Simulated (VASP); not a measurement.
# MgS (R3m) in VASP: settings compared

Aim: see how the results for MgS move with the level of theory and the settings. Levels: r2SCAN, PBE. Tasks: single point.

All numbers are computed with VASP 6.6.1; they aren't measurements. Logs are shortened: lines on timing, memory, paths and dates and some standing lists are left out, and cuts for length are marked.

### 1 The cell of the first run

The structure is trigonal, space group R3m (No. 160). Conventional cell: a = 4.084 Å, b = 4.084 Å, c = 9.667 Å, α = 90.00°, β = 90.00°, γ = 120.00°. Within 3.2 Å of Mg (site symmetry 3m) lie 4 S at 2.46 to 2.48 Å. S (site symmetry 3m) has 4 Mg at 2.46 to 2.48 Å within 3.2 Å.

### 2 Single point, r2SCAN (epitaxial 111 strain +2.0%)

File POSCAR:

```
MgS
1.0
   -0.0645077188      2.8229866592      2.8229866592
    2.8229866592     -0.0645077188      2.8229866592
    2.8229866592      2.8229866592     -0.0645077188
Mg S
1 1
Direct
   -0.0020299867     -0.0020299867     -0.0020299867
    0.2520299867      0.2520299867      0.2520299867
```

File INCAR.step1:

```
  PREC = Accurate
  ENCUT = 520
  ISMEAR = 0
  SIGMA = 0.01
  LREAL = False
  LASPH = True
  NELM = 80
  NBANDS = 11
  GGA = PE
  ALGO = Normal
  EDIFF = 1E-4
  LWAVE = True
  LCHARG = False
```

File INCAR.step2:

```
  PREC = Accurate
  ENCUT = 520
  EDIFF = 1E-7
  ISMEAR = 0
  SIGMA = 0.01
  LREAL = False
  LASPH = True
  NELM = 80
  ALGO = Normal
  ISIF = 2
  LWAVE = False
  LCHARG = False
  METAGGA = R2SCAN
  LMIXTAU = True
  NBANDS = 11
  ISTART = 1
```

File KPOINTS:

```
Automatic mesh
0
Gamma
  8 8 8
```

Potentials or basis: VASP PAW PBE potentials, release 64 (Mg, S).

Launch:

```sh
$ cat potpaw_PBE.64/Mg/POTCAR potpaw_PBE.64/S/POTCAR > POTCAR
$ cp INCAR.step1 INCAR
$ mpirun -np 1 vasp_std > vasp.out
$ cp INCAR.step2 INCAR
$ mpirun -np 1 vasp_std > vasp.out
```

OUTCAR:

```text
PREC = Accurate
   ENCUT = 520
   EDIFF = 1E-7
   ISMEAR = 0
   LREAL = False
   LASPH = True
   NELM = 80
   ISIF = 2
   METAGGA = R2SCAN
   ISTART = 1

 ion  position               nearest neighbor table
   1  0.998  0.998  0.998-   2 2.46   2 2.48   2 2.48   2 2.48
   2  0.252  0.252  0.252-   1 2.46   1 2.48   1 2.48   1 2.48

  LATTYP: Found a trigonal (rhomboedric) cell.
 ALAT       =     3.9928271440
 COS(alpha) =     0.4770245816

  Lattice vectors:

 A1 = (  -0.0645077188,   2.8229866592,   2.8229866592)
 A2 = (   2.8229866592,  -0.0645077188,   2.8229866592)
 A3 = (   2.8229866592,   2.8229866592,  -0.0645077188)

Analysis of symmetry for initial positions (statically):
=====================================================================
 Subroutine PRICEL returns:
 Original cell was already a primitive cell.

 Routine SETGRP: Setting up the symmetry group for a
 trigonal (rhombohedral) supercell.

 Subroutine GETGRP returns: Found  6 space group operations
 (whereof  6 operations were pure point group operations)
 out of a pool of 12 trial point group operations.

The static configuration has the point symmetry C_3v.

Analysis of symmetry for dynamics (positions and initial velocities):
=====================================================================
 Subroutine PRICEL returns:
 Original cell was already a primitive cell.

 Routine SETGRP: Setting up the symmetry group for a
 trigonal (rhombohedral) supercell.

 Subroutine GETGRP returns: Found  6 space group operations
 (whereof  6 operations were pure point group operations)
 out of a pool of 12 trial point group operations.

The dynamic configuration has the point symmetry C_3v.

 Subroutine INISYM returns: Found  6 space group operations
 (whereof  6 operations are pure point group operations),
 and found     1 'primitive' translations

----------------------------------------------------------------------------------------

                                     Primitive cell

  volume of cell :      46.5362

  direct lattice vectors                    reciprocal lattice vectors
    -0.064507719  2.822986659  2.822986659    -0.171159210  0.175161811  0.175161811
     2.822986659 -0.064507719  2.822986659     0.175161811 -0.171159210  0.175161811
     2.822986659  2.822986659 -0.064507719     0.175161811  0.175161811 -0.171159210

  length of vectors
     3.992827144  3.992827144  3.992827144     0.301095990  0.301095990  0.301095990

  position of ions in fractional coordinates (direct lattice)
     0.997970013  0.997970013  0.997970013
     0.252029987  0.252029987  0.252029987

  ion indices of the primitive-cell ions
   primitive index   ion index
                 1           1
                 2           2

----------------------------------------------------------------------------------------

 KPOINTS: Automatic mesh

Automatic generation of k-mesh.
 Grid dimensions read from file:
 generate k-points for:    8    8    8

 Generating k-lattice:

  Cartesian coordinates                     Fractional coordinates (reciprocal lattice)
    -0.021394901  0.021895226  0.021895226     0.125000000 -0.000000000 -0.000000000
     0.021895226 -0.021394901  0.021895226    -0.000000000  0.125000000 -0.000000000
     0.021895226  0.021895226 -0.021394901    -0.000000000 -0.000000000  0.125000000

  Length of vectors
     0.037636999  0.037636999  0.037636999

  Shift w.r.t. Gamma in fractional coordinates (k-lattice)
     0.000000000  0.000000000  0.000000000

 Subroutine IBZKPT returns following result:
 ===========================================

 Found     65 irreducible k-points:

 Following reciprocal coordinates:
            Coordinates               Weight
  0.000000  0.000000  0.000000      1.000000
  0.125000  0.000000  0.000000      6.000000
  0.250000  0.000000  0.000000      6.000000
  0.375000  0.000000 -0.000000      6.000000
  0.500000  0.000000  0.000000      3.000000
  0.125000  0.125000  0.000000      6.000000
[... 16 lines left out ...]
  0.250000  0.125000  0.125000      6.000000
  0.375000  0.125000  0.125000      6.000000
 [... further k-points ...]
   k-points           NKPTS =     65   k-points in BZ     NKDIM =     65   number of bands    NBANDS=     11
   number of dos      NEDOS =    301   number of ions     NIONS =      2
   total plane-waves  NPLWV =  27000
   dimension x,y,z NGX =    30 NGY =   30 NGZ =   30
   dimension x,y,z NGXF=    60 NGYF=   60 NGZF=   60
   ions per type =               1   1
   NGX,Y,Z   is equivalent  to a cutoff of  12.49, 12.49, 12.49 a.u.
   NGXF,Y,Z  is equivalent  to a cutoff of  24.98, 24.98, 24.98 a.u.
 SYSTEM =  unknown system
   PREC   = accura    normal or accurate (medium, high low for compatibility)
   ISTART =      1    job   : 0-new  1-cont  2-samecut
   ICHARG =      0    charge: 1-file 2-atom 10-const
   ISPIN  =      1    spin polarized calculation?
   LNONCOLLINEAR =      F non collinear calculations
   LSORBIT =      F    spin-orbit coupling
   LASPH  =      T    aspherical Exc in radial PAW
   ENCUT  =  520.0 eV  38.22 Ry    6.18 a.u.   7.42  7.42  7.42*2*pi/ulx,y,z
   NELM   =     80;   NELMIN=  2; NELMDL=  0     # of ELM steps
   EDIFF  = 0.1E-06   stopping-criterion for ELM
   LREAL  =      F    real-space projection
   EDIFFG = 0.1E-05   stopping-criterion for IOM
   NSW    =      0    number of steps for IOM
   IBRION =     -1    ionic relax: 0-MD 1-quasi-New 2-CG
   NFREE  =      0    steps in history (QN), initial steepest desc. (CG)
   ISIF   =      2    stress and relaxation
   ISYM   =      2    0-nonsym 1-usesym 2-fastsym
   POTIM  = 0.5000    time-step for ionic-motion
   TEBEG  =    0.0;   TEEND  =   0.0 temperature during run
   PSTRESS=    0.0 pullay stress
   NELECT =       8.0000    total number of electrons
   NUPDOWN=      -1.0000    fix difference up-down
   EMIN   =  10.00;   EMAX   =-10.00  energy-range for DOS
   EFERMI =   0.00;   METHOD = LEGACY
   ISMEAR =     0;   SIGMA  =   0.01  broadening in eV -4-tet -1-fermi 0-gaus
   EFERMI_NEDOS =   21; number of points for ismear=-14 and -15
   IALGO  =     38    algorithm
   IMIX   =      4    mixing-type and parameters
     AMIX     =   0.40;   BMIX     =  1.00
     AMIX_MAG =   1.60;   BMIX_MAG =  1.00
  volume/ion in A,a.u.               =      23.27       157.02
  Fermi-wavevector in a.u.,A,eV,Ry     =   0.910279  1.720178 11.273901  0.828608
  Thomas-Fermi vector in A             =   2.034423
   LORBIT       =      0    0 simple, 1 ext, 2 COOP (PROOUT), +10 PAW based schemes
   METAGGA = R2SCAN    functional components
   LHFCALC =     F    Hartree Fock is set to
   AEXX    =    0.0000 exact exchange contribution
   IVDW    =     0    specifies the selected vdW correction
   LEPSILON=     F    determine dielectric tensor
   LRPA    =     F    only Hartree local field effects (RPA)
 non-spin polarized calculation
 Gauss-broadening in eV      SIGMA  =   0.01
  energy-cutoff  :      520.00
  volume of cell :       46.54
 maximum number of plane-waves:      1275
 NGX is ok and might be reduce to    30
   NGX = 15   NGY = 15   NGZ = 15

 number of electron       8.0000000 magnetization

 Free energy of the ion-electron system (eV)
  ---------------------------------------------------
  ext. energy  EPLUGINS =         0.00000000
  ---------------------------------------------------
  free energy    TOTEN  =       -15.43631025 eV

  energy without entropy =      -15.43631025  energy(sigma->0) =      -15.43631025

 E-fermi :   0.8350     XC(G=0):  -8.6761

 val. band max:        0.7428184009   @ k =   0.0000   0.0000   0.0000
 cond. band min:       4.5953651258   @ k =   0.0000   0.0000   0.0000
 fundamental gap:      3.8525467250
 Fermi energy:         0.8350303521

 k-point     1 :       0.0000    0.0000    0.0000
  band No.  band energies     occupation
      1     -11.0370      2.00000
      2       0.5593      2.00000
      3       0.5593      2.00000
      4       0.7428      2.00000
      5       4.5954      0.00000
      6       8.9964      0.00000
      7       8.9964      0.00000
      8       9.4686      0.00000
      9      12.0257      0.00000
     10      12.0257      0.00000
     11      15.0673      0.00000

 k-point     2 :       0.1250    0.0000    0.0000
  band No.  band energies     occupation
      1     -10.9537      2.00000
      2      -0.0635      2.00000
      3       0.5148      2.00000
      4       0.6700      2.00000
      5       5.2359      0.00000
      6       8.8669      0.00000
      7       9.1774      0.00000
      8       9.5918      0.00000
      9      11.5370      0.00000
     10      11.6330      0.00000
     11      14.4253      0.00000

 k-point     3 :       0.2500    0.0000    0.0000
  band No.  band energies     occupation
      1     -10.7390      2.00000
      2      -1.2055      2.00000
      3       0.4135      2.00000
      4       0.5438      2.00000
      5       6.1364      0.00000
      6       8.8987      0.00000
      7       9.2506      0.00000
      8       9.5523      0.00000
      9      11.5017      0.00000
     10      11.8194      0.00000
     11      13.5576      0.00000

 k-point     4 :       0.3750    0.0000   -0.0000
  band No.  band energies     occupation
      1     -10.5011      2.00000
      2      -2.1191      2.00000
      3       0.3200      2.00000
      4       0.4293      2.00000
      5       6.3726      0.00000
      6       8.9075      0.00000
      7       9.1370      0.00000
      8       9.4873      0.00000
      9      12.7356      0.00000
     10      13.1489      0.00000
     11      13.6016      0.00000
[... 239 lines left out ...]
 k-point    22 :       0.1250    0.1250    0.1250
  band No.  band energies     occupation
      1     -10.9453      2.00000
      2       0.0861      2.00000
      3       0.4990      2.00000
      4       0.4990      2.00000
      5       5.2175      0.00000
      6       9.1956      0.00000
      7       9.1956      0.00000
      8       9.2224      0.00000
      9      11.5043      0.00000
     10      11.5043      0.00000
     11      14.3165      0.00000

 k-point    23 :       0.2500    0.1250    0.1250
  band No.  band energies     occupation
      1     -10.8133      2.00000
      2      -0.6102      2.00000
      3       0.2591      2.00000
      4       0.5128      2.00000
      5       5.9587      0.00000
      6       8.7173      0.00000
      7       9.4143      0.00000
      8       9.4819      0.00000
      9      10.5593      0.00000
     10      12.1030      0.00000
     11      14.8672      0.00000

 k-point    24 :       0.3750    0.1250    0.1250
  band No.  band energies     occupation
      1     -10.5869      2.00000
      2      -1.5489      2.00000
      3       0.0347      2.00000
      4       0.4096      2.00000
      5       6.7910      0.00000
      6       8.5147      0.00000
      7       9.1512      0.00000
      8       9.3873      0.00000
      9      10.8383      0.00000
     10      13.5450      0.00000
     11      14.6035      0.00000

 [... further k-points ...]
[... 5 lines left out ...]
  --------------------------------------------------------------------------------------
  -------------------------------------------------------------------------------------
  Total       -0.5052907     -0.5052907     -0.5052907      0.2101637      0.2101637      0.2101637
  in kB      -17.3964783    -17.3964783    -17.3964783      7.2356546      7.2356546      7.2356546
  external PRESSURE =     -17.3964783 kB  Pullay stress =       0.0000000 kB

 VOLUME and BASIS-vectors are now :
 -----------------------------------------------------------------------------
  energy-cutoff  :      520.00
  volume of cell :       46.54
      direct lattice vectors                 reciprocal lattice vectors
    -0.064507719  2.822986659  2.822986659    -0.171159210  0.175161811  0.175161811
     2.822986659 -0.064507719  2.822986659     0.175161811 -0.171159210  0.175161811
     2.822986659  2.822986659 -0.064507719     0.175161811  0.175161811 -0.171159210

 POSITION                                       TOTAL-FORCE (eV/Angst)
 -----------------------------------------------------------------------------------
      5.57014      5.57014      5.57014        -0.002393     -0.002393     -0.002393
      1.40670      1.40670      1.40670         0.002393      0.002393      0.002393
 -----------------------------------------------------------------------------------
    total drift:                                0.001586      0.001586      0.001586

  FREE ENERGIE OF THE ION-ELECTRON SYSTEM (eV)
  ---------------------------------------------------
  free  energy   TOTEN  =       -15.4363102454 eV

  energy  without entropy=      -15.4363102454  energy(sigma->0) =      -15.43631025
```

It took 2.1 min on 1 thread of Intel Xeon Platinum 8488C (Sapphire Rapids), shared host; peak memory 0.19 GiB.

Results:

| Item | Value |
| --- | --- |
| Free energy | -15.4363 eV |
| Pressure | -1.7 GPa |
| Largest force | 0.004 eV/Å |
| Band gap on the k mesh | 3.85 eV, direct |

Forces on the atoms (eV/Å):
```
Mg  -0.002 -0.002 -0.002
S    0.002  0.002  0.002
```

Caveat: the cell differs from its parent crystal (epitaxial 111 strain +2.0%); the PAW data sets were made with another functional, which shifts forces and pressure a little.

### 3 Single point, r2SCAN (epitaxial 111 strain +3.0%)

File POSCAR:

```
MgS
1.0
   -0.0983390638      2.8174640826      2.8174640826
    2.8174640826     -0.0983390638      2.8174640826
    2.8174640826      2.8174640826     -0.0983390638
Mg S
1 1
Direct
   -0.0031660414     -0.0031660414     -0.0031660414
    0.2531660414      0.2531660414      0.2531660414
```

File INCAR.step1:

```
  PREC = Accurate
  ENCUT = 520
  ISMEAR = 0
  SIGMA = 0.01
  LREAL = F
  LASPH = T
  NELM = 100
  NBANDS = 11
  GGA = PE
  ALGO = Normal
  EDIFF = 1E-4
  LWAVE = T
  LCHARG = F
```

File INCAR.step2:

```
  PREC = Accurate
  ENCUT = 520
  EDIFF = 1E-6
  ISMEAR = 0
  SIGMA = 0.01
  LREAL = F
  LASPH = T
  NELM = 100
  ALGO = Normal
  ISIF = 2
  LWAVE = F
  LCHARG = F
  METAGGA = R2SCAN
  LMIXTAU = T
  NBANDS = 11
  ISTART = 1
```

File KPOINTS:

```
regular mesh
0
Gamma
  8 8 8
```

Potentials or basis: VASP PAW PBE potentials, release 64 (Mg, S).

Launch:

```sh
$ cat potpaw_PBE.64/Mg/POTCAR potpaw_PBE.64/S/POTCAR > POTCAR
$ cp INCAR.step1 INCAR
$ mpirun -np 1 vasp_std > vasp.out
$ cp INCAR.step2 INCAR
$ mpirun -np 1 vasp_std > vasp.out
```

Wall time 94 s (1 thread of Intel Xeon Platinum 8488C (Sapphire Rapids), shared host); peak memory 0.19 GiB.

It converged, with:

```yaml
Free_energy: -15.4202 eV
Pressure: -2.4 GPa
Largest_force: 0.004 eV/Å
Band_gap_on_the_k_mesh: 3.71 eV, direct
```

Forces on the atoms (eV/Å):
```
Mg   0.002  0.002  0.002
S   -0.002 -0.002 -0.002
```

Stress tensor (GPa, compression positive):
```
-2.38  1.06  1.06
 1.06 -2.38  1.06
 1.06  1.06 -2.38
```

Levels at points of the mesh, in eV from the valence-band top:
```
           k point  band 2  band 3  band 4  band 5  band 6  band 7
(0.00, 0.00, 0.00)   -0.27   -0.27    0.00    3.71    8.09    8.09
(0.50, 0.00, 0.00)   -3.24   -0.52   -0.37    5.53    7.89    8.24
(0.50, 0.50, 0.00)   -2.90   -1.33   -1.04    4.12    6.05   11.46
(0.50, 0.50, 0.50)   -3.12   -0.66   -0.66    5.24    7.68    7.68
```

Caveat: the cell differs from its parent crystal (epitaxial 111 strain +3.0%); the PAW data sets were made with another functional, which shifts forces and pressure a little. A k mesh can miss the band edges.

(Continued in part 2 of 2.)
